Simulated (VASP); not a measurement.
# C (R-3m) in VASP: further runs

C is run at these levels: PBE; tasks: electric field gradients.

All numbers are computed with VASP 6.6.1; they aren't measurements. Logs are shortened: lines on timing, memory, paths and dates and some standing lists are left out, and cuts for length are marked.

## (1) The cell of the first run

It takes space group R-3m (No. 166, trigonal). The conventional cell has a = 2.843 Å, b = 2.843 Å, c = 6.964 Å, α = 90.00°, β = 90.00°, γ = 120.00°. C (site symmetry 3m) has 1 C at 1.01 Å within 1.4 Å.

## (2) Electric field gradients, PBE (shortest bond scaled by 0.58)

Contents of INCAR:

```
SYSTEM = C
ALGO = Normal
EDIFF = 1E-8
ENCUT = 520
GGA = PE
ISIF = 2
ISMEAR = -1
LASPH = .True.
LCHARG = .False.
LEFG = .True.
LREAL = .False.
LWAVE = .False.
NBANDS = 11
NELM = 80
PREC = Accurate
SIGMA = 0.05
```

Contents of KPOINTS:

```
k-points
0
Gamma
  13 13 13
  0 0 0
```

Contents of POSCAR:

```
C
1.0
    0.0000000000      2.0103628793      2.0103628793
    2.0103628793      0.0000000000      2.0103628793
    2.0103628793      2.0103628793      0.0000000000
C
2
Direct
   -0.2825000000     -0.0725000000     -0.0725000000
    0.2825000000      0.0725000000      0.0725000000
```

Potentials or basis: VASP PAW PBE potentials, release 64 (C).

On the command line:

```sh
$ cat potpaw_PBE.64/C/POTCAR > POTCAR
$ mpirun -np 1 vasp_std > vasp.out
```

OUTCAR:

```text
SYSTEM = C
   EDIFF = 1E-8
   ENCUT = 520
   GGA = PE
   ISIF = 2
   ISMEAR = -1
   LASPH = .True.
   LREAL = .False.
   NELM = 80
   PREC = Accurate

 ion  position               nearest neighbor table
   1  0.718  0.928  0.928-   2 1.01
   2  0.282  0.072  0.072-   1 1.01

 -----------------------------------------------------------------------------
|                                                                             |
|           W    W    AA    RRRRR   N    N  II  N    N   GGGG   !!!           |
|           W    W   A  A   R    R  NN   N  II  NN   N  G    G  !!!           |
|           W    W  A    A  R    R  N N  N  II  N N  N  G       !!!           |
|           W WW W  AAAAAA  RRRRR   N  N N  II  N  N N  G  GGG   !            |
|           WW  WW  A    A  R   R   N   NN  II  N   NN  G    G                |
|           W    W  A    A  R    R  N    N  II  N    N   GGGG   !!!           |
|                                                                             |
|     The distance between some ions is very small. Please check the          |
|     nearest-neighbor list in the OUTCAR file.                               |
|     I HOPE YOU KNOW WHAT YOU ARE DOING!                                     |
|                                                                             |
 -----------------------------------------------------------------------------

  LATTYP: Found a face centered cubic cell.
 ALAT       =     4.0207257586

  Lattice vectors:

 A1 = (   0.0000000000,   2.0103628793,   2.0103628793)
 A2 = (   2.0103628793,   0.0000000000,   2.0103628793)
 A3 = (   2.0103628793,   2.0103628793,   0.0000000000)

Analysis of symmetry for initial positions (statically):
=====================================================================
 Subroutine PRICEL returns:
 Original cell was already a primitive cell.

 Routine SETGRP: Setting up the symmetry group for a
 face centered cubic supercell.

 Subroutine GETGRP returns: Found 12 space group operations
 (whereof  4 operations were pure point group operations)
 out of a pool of 48 trial point group operations.

The static configuration has the point symmetry C_2h.
 The point group associated with its full space group is D_3d.

Analysis of symmetry for dynamics (positions and initial velocities):
=====================================================================
 Subroutine PRICEL returns:
 Original cell was already a primitive cell.

 Routine SETGRP: Setting up the symmetry group for a
 face centered cubic supercell.

 Subroutine GETGRP returns: Found 12 space group operations
 (whereof  4 operations were pure point group operations)
 out of a pool of 48 trial point group operations.

The dynamic configuration has the point symmetry C_2h.
 The point group associated with its full space group is D_3d.

 Subroutine INISYM returns: Found 12 space group operations
 (whereof  4 operations are pure point group operations),
 and found     1 'primitive' translations

----------------------------------------------------------------------------------------

                                     Primitive cell

  volume of cell :      16.2500

  direct lattice vectors                    reciprocal lattice vectors
     0.000000000  2.010362879  2.010362879    -0.248711317  0.248711317  0.248711317
     2.010362879  0.000000000  2.010362879     0.248711317 -0.248711317  0.248711317
     2.010362879  2.010362879  0.000000000     0.248711317  0.248711317 -0.248711317

  length of vectors
     2.843082449  2.843082449  2.843082449     0.430780638  0.430780638  0.430780638

  position of ions in fractional coordinates (direct lattice)
     0.717500000  0.927500000  0.927500000
     0.282500000  0.072500000  0.072500000

  ion indices of the primitive-cell ions
   primitive index   ion index
                 1           1
                 2           2

----------------------------------------------------------------------------------------

 KPOINTS: k-points

Automatic generation of k-mesh.
 Grid dimensions read from file:
 generate k-points for:   13   13   13

[... 60 lines left out ...]
   LASPH  =      T    aspherical Exc in radial PAW
   ENCUT  =  520.0 eV  38.22 Ry    6.18 a.u.   5.29  5.29  5.29*2*pi/ulx,y,z
   NELM   =     80;   NELMIN=  2; NELMDL= -5     # of ELM steps
   EDIFF  = 0.1E-07   stopping-criterion for ELM
   LREAL  =      F    real-space projection
   EDIFFG = 0.1E-06   stopping-criterion for IOM
   NSW    =      0    number of steps for IOM
   IBRION =     -1    ionic relax: 0-MD 1-quasi-New 2-CG
   NFREE  =      0    steps in history (QN), initial steepest desc. (CG)
   ISIF   =      2    stress and relaxation
   ISYM   =      2    0-nonsym 1-usesym 2-fastsym
   POTIM  = 0.5000    time-step for ionic-motion
   TEBEG  =    0.0;   TEEND  =   0.0 temperature during run
   PSTRESS=    0.0 pullay stress
   NELECT =       8.0000    total number of electrons
   NUPDOWN=      -1.0000    fix difference up-down
   EMIN   =  10.00;   EMAX   =-10.00  energy-range for DOS
   EFERMI =   0.00;   METHOD = LEGACY
   ISMEAR =    -1;   SIGMA  =   0.05  broadening in eV -4-tet -1-fermi 0-gaus
   EFERMI_NEDOS =   21; number of points for ismear=-14 and -15
   IALGO  =     38    algorithm
   IMIX   =      4    mixing-type and parameters
     AMIX     =   0.40;   BMIX     =  1.00
     AMIX_MAG =   1.60;   BMIX_MAG =  1.00
  volume/ion in A,a.u.               =       8.13        54.83
  Fermi-wavevector in a.u.,A,eV,Ry     =   1.292668  2.442789 22.735211  1.670991
  Thomas-Fermi vector in A             =   2.424362
   LORBIT       =      0    0 simple, 1 ext, 2 COOP (PROOUT), +10 PAW based schemes
   GGA     = PE    functional components
   LHFCALC =     F    Hartree Fock is set to
   AEXX    =    0.0000 exact exchange contribution
   IVDW    =     0    specifies the selected vdW correction
   LEPSILON=     F    determine dielectric tensor
   LRPA    =     F    only Hartree local field effects (RPA)
 non-spin polarized calculation
  energy-cutoff  :      520.00
  volume of cell :       16.25
 maximum number of plane-waves:       449
 NGX is ok and might be reduce to    24
   NGX = 11   NGY = 11   NGZ = 11

 number of electron       7.9999999 magnetization

 Free energy of the ion-electron system (eV)
  ---------------------------------------------------
  ext. energy  EPLUGINS =         0.00000000
  ---------------------------------------------------
  free energy    TOTEN  =        -8.26080945 eV

  energy without entropy =       -8.25569120  energy(sigma->0) =       -8.25825033

 E-fermi :   3.2593     XC(G=0): -11.2375

 val. band max:        3.2449291959   @ k =   0.0769   0.4615   0.1538
 cond. band min:       3.3401415221   @ k =   0.0000  -0.3846   0.3846
 fundamental gap:      0.0952123263
 Fermi energy:         3.2592643417

 k-point     1 :       0.0000    0.0000    0.0000
  band No.  band energies     occupation
      1     -13.4813      2.00000
      2      -1.7516      2.00000
      3       3.1301      1.85943
      4       3.1301      1.85943
      5       8.4734      0.00000
      6      11.5834      0.00000
      7      11.5834      0.00000
      8      19.5842      0.00000
      9      21.4358      0.00000
     10      26.1593      0.00000
     11      26.1593      0.00000
[... 309 lines left out ...]
 k-point    24 :       0.3846    0.0769    0.0000
  band No.  band energies     occupation
      1     -11.7658      2.00000
      2      -4.5396      2.00000
      3       1.2861      2.00000
      4       1.5940      2.00000
      5       8.8664      0.00000
      6      14.1891      0.00000
      7      15.0126      0.00000
      8      15.8303      0.00000
      9      21.3718      0.00000
     10      23.2196      0.00000
     11      24.8934      0.00000

 [... further k-points ...]

------------------------ aborting loop because EDIFF is reached ----------------------------------------

  FORCE on cell =-STRESS in cart. coord.  units (eV):
  Direction    XX          YY          ZZ          XY          YZ          ZX
  --------------------------------------------------------------------------------------
  -------------------------------------------------------------------------------------
  Total       12.0462098     12.0462098     12.0462098    -12.6481964     12.6481964    -12.6481964
  in kB     1187.7024130   1187.7024130   1187.7024130  -1247.0556025   1247.0556025  -1247.0556025
  external PRESSURE =    1187.7024130 kB  Pullay stress =       0.0000000 kB

 VOLUME and BASIS-vectors are now :
 -----------------------------------------------------------------------------
  energy-cutoff  :      520.00
  volume of cell :       16.25
      direct lattice vectors                 reciprocal lattice vectors
     0.000000000  2.010362879  2.010362879    -0.248711317  0.248711317  0.248711317
     2.010362879  0.000000000  2.010362879     0.248711317 -0.248711317  0.248711317
     2.010362879  2.010362879  0.000000000     0.248711317  0.248711317 -0.248711317

 POSITION                                       TOTAL-FORCE (eV/Angst)
 -----------------------------------------------------------------------------------
      3.72922      3.30705      3.30705       -25.739963     25.739963     25.739963
      0.29150      0.71368      0.71368        25.739963    -25.739963    -25.739963
 -----------------------------------------------------------------------------------
    total drift:                               -0.000000     -0.000000      0.000000

  FREE ENERGIE OF THE ION-ELECTRON SYSTEM (eV)
  ---------------------------------------------------
  free  energy   TOTEN  =        -8.2608094516 eV

  energy  without entropy=       -8.2556912007  energy(sigma->0) =       -8.25825033

 Electric field gradients (V/A^2)
---------------------------------------------------------------------
 ion       V_xx      V_yy      V_zz      V_xy      V_xz      V_yz
---------------------------------------------------------------------
   1       0.000    -0.000    -0.000     6.779     6.779    -6.780
   2       0.000    -0.000    -0.000     6.779     6.779    -6.780
---------------------------------------------------------------------

 Electric field gradients after diagonalization (V/A^2)
 (convention: |V_zz| > |V_xx| > |V_yy|)
----------------------------------------------------------------------
 ion       V_xx      V_yy      V_zz     asymmetry (V_yy - V_xx)/ V_zz
----------------------------------------------------------------------
   1       6.779     6.779   -13.558       0.000
   2       6.779     6.779   -13.558       0.000
----------------------------------------------------------------------

           NMR quadrupolar parameters

 Cq : quadrupolar parameter    Cq=e*Q*V_zz/h
 eta: asymmetry parameters     (V_yy - V_xx)/ V_zz
 Q  : nuclear electric quadrupole moment in mb (millibarn)
----------------------------------------------------------------------
 ion       Cq(MHz)       eta       Q (mb)
----------------------------------------------------------------------
   1      -0.033       0.000       1.000
   2      -0.033       0.000       1.000
----------------------------------------------------------------------
```

It took 59 s on 1 thread of Intel Xeon 6975P-C, shared host; peak memory 0.16 GiB.

What came out:

- Free energy: -8.2608 eV
- Pressure: 118.8 GPa
- Largest force: 44.583 eV/Å
- Band gap on the k mesh: zero (band 4 reaches 3.36 eV, above the bottom of band 5 at 2.96 eV)

Forces in eV/Å, atoms in the order of the input:
```
C   -25.740  25.740  25.740
C    25.740 -25.740 -25.740
```

Electric field gradients, principal values (V/Å²):
```tsv
atom	least	middle	greatest (by size)
1 C	6.779	6.779	-13.558
2 C	6.779	6.779	-13.558
```

Caveat: the cell differs from its parent crystal (shortest bond scaled by 0.58); without QUAD_EFG the Cq values of the log hold for a quadrupole moment of 1 mb, not for the nuclei; forces of over 1 eV/Å act on the atoms, so gaps and moduli don't describe the material at rest.

## (3) Electric field gradients, PBE (shortest bond scaled by 0.82)

Contents of INCAR:

```
SYSTEM = C
ALGO     = Normal         ! electronic algorithm
EDIFF    = 1E-8           ! SCF threshold, eV
ENCUT    = 520            ! plane-wave cutoff, eV
GGA      = PE             ! functional
ISIF     = 2              ! what is computed and relaxed
ISMEAR   = -1             ! smearing method
LASPH    = .TRUE.         ! aspherical terms in the spheres
LCHARG   = .FALSE.        ! write CHGCAR
LEFG     = .TRUE.       
LREAL    = .FALSE.        ! projectors in reciprocal space
LWAVE    = .FALSE.        ! write WAVECAR
NBANDS   = 11             ! bands
NELM     = 80             ! most SCF steps
PREC     = Accurate       ! precision mode
SIGMA    = 0.05           ! smearing width, eV
```

Contents of KPOINTS:

```
k-points
0
G
  13 13 13
  0 0 0
```

Contents of POSCAR:

```
C
1.0
    0.0000000000      2.0103628793      2.0103628793
    2.0103628793      0.0000000000      2.0103628793
    2.0103628793      2.0103628793      0.0000000000
C
2
Direct
   -0.1925000000     -0.1025000000     -0.1025000000
    0.1925000000      0.1025000000      0.1025000000
```

Potentials or basis: VASP PAW PBE potentials, release 64 (C).

On the command line:

```sh
$ cat potpaw_PBE.64/C/POTCAR > POTCAR
$ mpirun -np 1 vasp_std > vasp.out
```

OUTCAR:

```text
SYSTEM = C
   EDIFF = 1E-8
   ENCUT = 520
   GGA = PE
   ISIF = 2
   ISMEAR = -1
   LASPH = .TRUE.
   LREAL = .FALSE.
   NELM = 80
   PREC = Accurate

 ion  position               nearest neighbor table
   1  0.807  0.898  0.898-   2 1.43   2 1.87   2 1.87   2 1.87
   2  0.193  0.102  0.102-   1 1.43   1 1.87   1 1.87   1 1.87

  LATTYP: Found a face centered cubic cell.
 ALAT       =     4.0207257586

  Lattice vectors:

 A1 = (   0.0000000000,   2.0103628793,   2.0103628793)
[... 551 lines left out ...]
  ---------------------------------------------------
  free  energy   TOTEN  =       -15.5755608290 eV

  energy  without entropy=      -15.5746067978  energy(sigma->0) =      -15.57508381

 Electric field gradients (V/A^2)
---------------------------------------------------------------------
 ion       V_xx      V_yy      V_zz      V_xy      V_xz      V_yz
---------------------------------------------------------------------
   1       0.000    -0.000    -0.000     7.742     7.742    -7.742
   2       0.000    -0.000    -0.000     7.742     7.742    -7.742
---------------------------------------------------------------------

 Electric field gradients after diagonalization (V/A^2)
 (convention: |V_zz| > |V_xx| > |V_yy|)
----------------------------------------------------------------------
 ion       V_xx      V_yy      V_zz     asymmetry (V_yy - V_xx)/ V_zz
----------------------------------------------------------------------
   1       7.742     7.742   -15.484       0.000
   2       7.742     7.742   -15.484       0.000
----------------------------------------------------------------------

           NMR quadrupolar parameters

 Cq : quadrupolar parameter    Cq=e*Q*V_zz/h
 eta: asymmetry parameters     (V_yy - V_xx)/ V_zz
 Q  : nuclear electric quadrupole moment in mb (millibarn)
----------------------------------------------------------------------
 ion       Cq(MHz)       eta       Q (mb)
----------------------------------------------------------------------
   1      -0.037       0.000       1.000
   2      -0.037       0.000       1.000
----------------------------------------------------------------------
```

stdout:

```text
POSCAR found type information on POSCAR C
 POSCAR found :  1 types and       2 ions
 scaLAPACK will be used
 LDA part: xc-table for (Slater+PW92), standard interpolation
 POSCAR, INCAR and KPOINTS ok, starting setup
 FFT: planning ... GRIDC
 FFT: planning ... GRID_SOFT
 FFT: planning ... GRID
 WAVECAR not read
 entering main loop
ion   1

ion   2
```

Wall time 89 s (1 thread of AMD EPYC 7R13, shared host); peak memory 0.12 GiB.

What came out:

* Free energy: -15.5756 eV
* Pressure: -57.4 GPa
* Largest force: 6.980 eV/Å
* Band gap on the k mesh: zero (band 4 reaches 7.41 eV, above the bottom of band 5 at 6.85 eV)

Forces on the atoms (eV/Å):
```
C   -4.030  4.030  4.030
C    4.030 -4.030 -4.030
```

Electric field gradients, principal values (V/Å²):
| atom | least | middle | greatest (by size) |
| --- | --- | --- | --- |
| 1 C | 7.742 | 7.742 | -15.484 |
| 2 C | 7.742 | 7.742 | -15.484 |

Caveat: the cell differs from its parent crystal (shortest bond scaled by 0.82); without QUAD_EFG the Cq values of the log hold for a quadrupole moment of 1 mb, not for the nuclei; forces of over 1 eV/Å act on the atoms, so gaps and moduli don't describe the material at rest.

(Continued in part 2 of 2.)
